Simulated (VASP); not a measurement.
Here is a VASP 6.6.1 calculation.

Contents of INCAR:

```
PREC = Accurate
ENCUT = 520
EDIFF = 1E-7
ISMEAR = -1
SIGMA = 0.05
LREAL = F
LASPH = T
NELM = 80
ALGO = Normal
ISIF = 2
LWAVE = F
LCHARG = F
GGA = PS
NBANDS = 16
```

Contents of KPOINTS:

```
Automatic mesh
0
Gamma
  10 10 10
```

POSCAR

```
HgTe
1.0
   -2.6508541371      2.6508541371      1.4518858174
    2.6508541371     -2.6508541371      1.4518858174
    2.6508541371      2.6508541371     -1.4518858174
Hg Te
1 1
Direct
    0.7500000000      0.2500000000      0.5000000000
    0.0000000000      0.0000000000      0.0000000000
```

Potentials or basis: VASP PAW PBE potentials, release 64 (Hg, Te).

Run with:

```sh
$ cat potpaw_PBE.64/Hg/POTCAR potpaw_PBE.64/Te/POTCAR > POTCAR
$ mpirun -np 1 vasp_std > vasp.out
```

Question: What does it give for the band gap on the k mesh?

Answer: Zero (band 9 reaches 10.75 eV, above the bottom of band 10 at 5.97 eV).

Question: Estimate the pressure.

Answer: 30.7 GPa.

Caveat: the PAW data sets were made with another functional, which shifts forces and pressure a little; spin-orbit coupling is left out, which moves the levels of the heavy elements.
